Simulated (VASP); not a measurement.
# Si (Fddd) in VASP: notebook, part 2 of 2

VASP 6.6.1. Earlier steps stand in the parts before.

## (5) Single point, LDA

This run uses another cell than the first one, of the same volume but with other edges.

Input file INCAR:

```
SYSTEM = Si
ALGO = Normal
EDIFF = 1E-6
ENCUT = 520
ISIF = 2
ISMEAR = 0
LASPH = .TRUE.
LCHARG = .TRUE.
LELF = .TRUE.
LREAL = .FALSE.
LVHAR = .TRUE.
LWAVE = .FALSE.
NBANDS = 11
NELM = 60
PREC = Accurate
SIGMA = 0.05
```

Input file KPOINTS:

```
k-points
0
G
  12 12 12
  0 0 0
```

Input file POSCAR:

```
Si
1.0
    0.0000000000      2.9708788350      2.6062709780
    2.5252470097      0.0000000000      2.6062709780
    2.5252470097      2.9708788350      0.0000000000
Si
2
Direct
    0.5000000000      0.5000000000      0.5000000000
    0.7500000000      0.7500000000      0.7500000000
```

Potentials or basis: VASP PAW LDA potentials, release 64 (Si).

Run with:

```
$ cat potpaw_LDA.64/Si/POTCAR > POTCAR
$ mpirun -np 1 vasp_std > vasp.out
```

OUTCAR:

```text
SYSTEM = Si
   EDIFF = 1E-6
   ENCUT = 520
   ISIF = 2
   ISMEAR = 0
   LASPH = .TRUE.
   LREAL = .FALSE.
   NELM = 60
   PREC = Accurate

 ion  position               nearest neighbor table
   1  0.500  0.500  0.500-   2 2.34   2 2.34   2 2.34   2 2.34
   2  0.750  0.750  0.750-   1 2.34   1 2.34   1 2.34   1 2.34

  LATTYP: Found a face centered orthorhombic cell.
 ALAT       =     5.0504940194
 B/A-ratio  =     1.0320855615
 C/A-ratio  =     1.1764705883

  Lattice vectors:

 A1 = (   0.0000000000,   2.9708788350,  -2.6062709780)
 A2 = (   2.5252470097,   2.9708788350,   0.0000000000)
 A3 = (   2.5252470097,   0.0000000000,  -2.6062709780)

Analysis of symmetry for initial positions (statically):
=====================================================================
 Subroutine PRICEL returns:
 Original cell was already a primitive cell.

 Routine SETGRP: Setting up the symmetry group for a
 face centered orthorhombic supercell.

 Subroutine GETGRP returns: Found  8 space group operations
 (whereof  4 operations were pure point group operations)
 out of a pool of  8 trial point group operations.

The static configuration has the point symmetry D_2 .
 The point group associated with its full space group is D_2h.

Analysis of symmetry for dynamics (positions and initial velocities):
=====================================================================
 Subroutine PRICEL returns:
 Original cell was already a primitive cell.

 Routine SETGRP: Setting up the symmetry group for a
 face centered orthorhombic supercell.

 Subroutine GETGRP returns: Found  8 space group operations
 (whereof  4 operations were pure point group operations)
 out of a pool of  8 trial point group operations.

The dynamic configuration has the point symmetry D_2 .
 The point group associated with its full space group is D_2h.

 Subroutine INISYM returns: Found  8 space group operations
 (whereof  4 operations are pure point group operations),
 and found     1 'primitive' translations

----------------------------------------------------------------------------------------

                                     Primitive cell
[... 122 lines left out ...]
 non-spin polarized calculation
 Gauss-broadening in eV      SIGMA  =   0.05
  energy-cutoff  :      520.00
  volume of cell :       39.11
 maximum number of plane-waves:      1078
 NGX is ok and might be reduce to    30

 number of electron       8.0000000 magnetization

 Free energy of the ion-electron system (eV)
  ---------------------------------------------------
  ext. energy  EPLUGINS =         0.00000000
  ---------------------------------------------------
  free energy    TOTEN  =       -11.72271571 eV

  energy without entropy =      -11.72244898  energy(sigma->0) =      -11.72258234

 E-fermi :   6.2721     XC(G=0):  -9.7165

 val. band max:        6.2668767520   @ k =  -0.0833   0.3333   0.3333
 cond. band min:       6.2984247154   @ k =  -0.1667  -0.0000   0.0833
 fundamental gap:      0.0315479634
 Fermi energy:         6.2720643332

 k-point     1 :       0.0000    0.0000    0.0000
  band No.  band energies     occupation
      1      -6.0823      2.00000
      2       5.2293      2.00000
      3       6.3894      0.00090
      4       6.5388      0.00000
      5       8.4542      0.00000
      6       8.5772      0.00000
      7       8.9991      0.00000
      8       9.0711      0.00000
      9      12.4867      0.00000
     10      13.8553      0.00000
     11      14.8766      0.00000
[... 309 lines left out ...]
 k-point    24 :      -0.4167    0.1667    0.0000
  band No.  band energies     occupation
      1      -3.3798      2.00000
      2      -0.7846      2.00000
      3       3.0496      2.00000
      4       4.2917      2.00000
      5       7.6021      0.00000
      6       9.6312      0.00000
      7      11.4658      0.00000
      8      13.5014      0.00000
      9      13.7916      0.00000
     10      15.9739      0.00000
     11      17.8996      0.00000

 [... further k-points ...]

------------------------ aborting loop because EDIFF is reached ----------------------------------------

  FORCE on cell =-STRESS in cart. coord.  units (eV):
  Direction    XX          YY          ZZ          XY          YZ          ZX
  --------------------------------------------------------------------------------------
  -------------------------------------------------------------------------------------
  Total        1.4511056     -2.7355086      1.2611840      0.0000000      0.0000000      0.0000000
  in kB       59.4526527   -112.0754007     51.6714520      0.0000000      0.0000000      0.0000000
  external PRESSURE =      -0.3170987 kB  Pullay stress =       0.0000000 kB

 VOLUME and BASIS-vectors are now :
 -----------------------------------------------------------------------------
  energy-cutoff  :      520.00
  volume of cell :       39.11
      direct lattice vectors                 reciprocal lattice vectors
     0.000000000  2.970878835  2.606270978    -0.198000432  0.168300368  0.191844979
     2.525247010  0.000000000  2.606270978     0.198000432 -0.168300368  0.191844979
     2.525247010  2.970878835  0.000000000     0.198000432  0.168300368 -0.191844979

 POSITION                                       TOTAL-FORCE (eV/Angst)
 -----------------------------------------------------------------------------------
      2.52525      2.97088      2.60627         0.000000     -0.000000      0.000000
      3.78787      4.45632      3.90941        -0.000000      0.000000     -0.000000
 -----------------------------------------------------------------------------------
    total drift:                                0.000000     -0.000000     -0.000000

  FREE ENERGIE OF THE ION-ELECTRON SYSTEM (eV)
  ---------------------------------------------------
  free  energy   TOTEN  =       -11.7227157087 eV

  energy  without entropy=      -11.7224489772  energy(sigma->0) =      -11.72258234
```

stdout:

```text
POSCAR found type information on POSCAR Si
 POSCAR found :  1 types and       2 ions
 scaLAPACK will be used
 LDA part: xc-table for (Slater(with rela. corr.)+CA(PZ))
 , standard interpolation
 POSCAR, INCAR and KPOINTS ok, starting setup
 FFT: planning ... GRIDC
 FFT: planning ... GRID_SOFT
 FFT: planning ... GRID
 WAVECAR not read
 entering main loop
```

Run time: 83 s. Hardware: 1 thread of Intel Xeon Platinum 8259CL at 2.50GHz (Skylake/Cascade Lake), shared host; peak memory 0.2 GiB.

What came out:

```
Free energy            : -11.7227 eV
Pressure               : 0.0 GPa
Band gap on the k mesh : zero (band 4 reaches 6.54 eV, above the bottom of band 5 at 5.93 eV)
```

Levels at points of the mesh, in eV from the Fermi level:
```
           k point  band 1  band 2  band 3  band 4  band 5  band 6  band 7  band 8
(0.00, 0.00, 0.00)  -12.35   -1.04    0.12    0.27    2.18    2.31    2.73    2.80
(0.50, 0.00, 0.00)   -9.92   -7.33   -2.21   -0.64    0.54    3.21    3.79    7.54
(0.50, 0.50, 0.00)   -7.89   -7.89   -3.33   -3.33    0.11    0.11    8.18    8.18
(0.50, 0.00, 0.50)   -8.71   -8.71   -2.32   -2.32    1.16    1.16    9.76    9.76
(0.00, 0.50, 0.50)   -7.71   -7.71   -3.58   -3.58   -0.14   -0.14    8.51    8.51
```

Caveat: the cell differs from its parent crystal (strain +e along x and -e along y -0.0825, strain +e along z and -e/2 along x and y -0.0350).

## (6) Single point, LDA

This run uses another cell than the first one, of the same volume but with other edges.

Input file INCAR:

```
SYSTEM = Si
PREC = Accurate
ENCUT = 520
EDIFF = 1E-6
ISMEAR = 0
SIGMA = 0.05
LREAL = .False.
LASPH = .True.
NELM = 60
ALGO = Normal
ISIF = 2
LWAVE = .False.
LCHARG = .False.
NBANDS = 11
```

Input file KPOINTS:

```
Automatic mesh
0
Gamma
  12 12 12
  0 0 0
```

Input file POSCAR:

```
Si
1.0
    0.0000000000      2.9202388548      2.5590069965
    2.6231509713      0.0000000000      2.5590069965
    2.6231509713      2.9202388548      0.0000000000
Si
2
Direct
    0.5000000000      0.5000000000      0.5000000000
    0.7500000000      0.7500000000      0.7500000000
```

Potentials or basis: VASP PAW LDA potentials, release 64 (Si).

Run with:

```
$ cat potpaw_LDA.64/Si/POTCAR > POTCAR
$ mpirun -np 1 vasp_std > vasp.out
```

OUTCAR:

```text
SYSTEM = Si
   PREC = Accurate
   ENCUT = 520
   EDIFF = 1E-6
   ISMEAR = 0
   LREAL = .False.
   LASPH = .True.
   NELM = 60
   ISIF = 2

 ion  position               nearest neighbor table
   1  0.500  0.500  0.500-   2 2.34   2 2.34   2 2.34   2 2.34
   2  0.750  0.750  0.750-   1 2.34   1 2.34   1 2.34   1 2.34

  LATTYP: Found a face centered orthorhombic cell.
 ALAT       =     5.1180139930
 B/A-ratio  =     1.0250659630
 C/A-ratio  =     1.1411609499

  Lattice vectors:

 A1 = (   2.6231509713,   2.9202388548,   0.0000000000)
 A2 = (   0.0000000000,   2.9202388548,   2.5590069965)
 A3 = (   2.6231509713,   0.0000000000,   2.5590069965)

Analysis of symmetry for initial positions (statically):
=====================================================================
 Subroutine PRICEL returns:
 Original cell was already a primitive cell.

 Routine SETGRP: Setting up the symmetry group for a
 face centered orthorhombic supercell.

 Subroutine GETGRP returns: Found  8 space group operations
 (whereof  4 operations were pure point group operations)
 out of a pool of  8 trial point group operations.

The static configuration has the point symmetry D_2 .
 The point group associated with its full space group is D_2h.

Analysis of symmetry for dynamics (positions and initial velocities):
=====================================================================
 Subroutine PRICEL returns:
 Original cell was already a primitive cell.

 Routine SETGRP: Setting up the symmetry group for a
 face centered orthorhombic supercell.

 Subroutine GETGRP returns: Found  8 space group operations
 (whereof  4 operations were pure point group operations)
 out of a pool of  8 trial point group operations.

The dynamic configuration has the point symmetry D_2 .
 The point group associated with its full space group is D_2h.

 Subroutine INISYM returns: Found  8 space group operations
 (whereof  4 operations are pure point group operations),
 and found     1 'primitive' translations

[... 118 lines left out ...]
   LORBIT       =      0    0 simple, 1 ext, 2 COOP (PROOUT), +10 PAW based schemes
   GGA     = CA    functional components
   LHFCALC =     F    Hartree Fock is set to
   AEXX    =    0.0000 exact exchange contribution
   IVDW    =     0    specifies the selected vdW correction
   LEPSILON=     F    determine dielectric tensor
   LRPA    =     F    only Hartree local field effects (RPA)
 non-spin polarized calculation
 Gauss-broadening in eV      SIGMA  =   0.05
  energy-cutoff  :      520.00
  volume of cell :       39.21
 maximum number of plane-waves:      1078
 NGX is ok and might be reduce to    30

 number of electron       8.0000000 magnetization

 Free energy of the ion-electron system (eV)
  ---------------------------------------------------
  ext. energy  EPLUGINS =         0.00000000
  ---------------------------------------------------
  free energy    TOTEN  =       -11.79017872 eV

  energy without entropy =      -11.78984186  energy(sigma->0) =      -11.79001029

 E-fermi :   6.2268     XC(G=0):  -9.6991

 val. band max:        6.2238769011   @ k =   0.0833   0.0000   0.0000
 cond. band min:       6.2338206426   @ k =   0.0000   0.4167   0.4167
 fundamental gap:      0.0099437414
 Fermi energy:         6.2267632882

 k-point     1 :       0.0000    0.0000    0.0000
  band No.  band energies     occupation
      1      -6.0977      2.00000
      2       5.3650      2.00000
      3       6.2760      0.16371
      4       6.4027      0.00000
      5       8.4258      0.00000
      6       8.5210      0.00000
      7       8.8741      0.00000
      8       9.1795      0.00000
      9      12.6373      0.00000
     10      13.7965      0.00000
     11      14.8998      0.00000
[... 309 lines left out ...]
 k-point    24 :      -0.4167    0.1667   -0.0000
  band No.  band energies     occupation
      1      -3.4243      2.00000
      2      -0.7812      2.00000
      3       3.1929      2.00000
      4       4.1080      2.00000
      5       7.5875      0.00000
      6       9.7281      0.00000
      7      11.0340      0.00000
      8      13.2905      0.00000
      9      14.0721      0.00000
     10      15.6586      0.00000
     11      17.8093      0.00000

 [... further k-points ...]
[... 5 lines left out ...]
  --------------------------------------------------------------------------------------
  -------------------------------------------------------------------------------------
  Total        0.9784353     -2.1947658      1.2365816      0.0000000      0.0000000      0.0000000
  in kB       39.9852251    -89.6923977     50.5347613      0.0000000      0.0000000      0.0000000
  external PRESSURE =       0.2758629 kB  Pullay stress =       0.0000000 kB

 VOLUME and BASIS-vectors are now :
 -----------------------------------------------------------------------------
  energy-cutoff  :      520.00
  volume of cell :       39.21
      direct lattice vectors                 reciprocal lattice vectors
     0.000000000  2.920238855  2.559006996    -0.190610455  0.171218871  0.195388290
     2.623150971  0.000000000  2.559006996     0.190610455 -0.171218871  0.195388290
     2.623150971  2.920238855  0.000000000     0.190610455  0.171218871 -0.195388290

 POSITION                                       TOTAL-FORCE (eV/Angst)
 -----------------------------------------------------------------------------------
      2.62315      2.92024      2.55901         0.000000      0.000000      0.000000
      3.93473      4.38036      3.83851        -0.000000     -0.000000     -0.000000
 -----------------------------------------------------------------------------------
    total drift:                                0.000000     -0.000000     -0.000000

  FREE ENERGIE OF THE ION-ELECTRON SYSTEM (eV)
  ---------------------------------------------------
  free  energy   TOTEN  =       -11.7901787183 eV

  energy  without entropy=      -11.7898418614  energy(sigma->0) =      -11.79001029
```

Wall time 84 s (1 thread of Intel Xeon Platinum 8259CL at 2.50GHz (Skylake/Cascade Lake), shared host); peak memory 0.2 GiB.

What came out:

```yaml
Free_energy: -11.7902 eV
Pressure: 0.0 GPa
Band_gap_on_the_k_mesh: zero (band 4 reaches 6.40 eV, above the bottom of band 5 at 6.00 eV)
```

Stress tensor (GPa, compression positive):
```
 4.00  0.00  0.00
 0.00 -8.97  0.00
 0.00  0.00  5.05
```

Caveat: the cell differs from its parent crystal (strain +e along x and -e along y -0.0550, strain +e along z and -e/2 along x and y -0.0525).

## (7) Summary

| cell | gap on the mesh (eV) | pressure (GPa) |
| --- | --- | --- |
| a = 3.993, b = 3.794, c = 3.692 Å, angles 64.5, 59.0, 56.5°, 2 atoms | none | -0.2 |
| a = 3.975, b = 3.773, c = 3.725 Å, angles 64.0, 58.6, 57.4°, 2 atoms | none | -0.1 |
| a = 3.814, b = 3.703, c = 3.955 Å, angles 59.6, 56.9, 63.5°, 2 atoms | none | -0.1 |
| a = 3.952, b = 3.629, c = 3.899 Å, angles 63.2, 55.1, 61.7°, 2 atoms | none | 0.0 |
| a = 3.883, b = 3.665, c = 3.925 Å, angles 61.4, 56.0, 62.6°, 2 atoms | none | 0.0 |

Alike in all rows: task single point; level LDA; potentials or basis VASP PAW LDA potentials, release 64 (Si); no spin polarisation; k mesh 12 × 12 × 12; cutoff (eV) 520; smearing gaussian 0.05 eV.

Absolute energies hang on the potentials; compare differences alone.
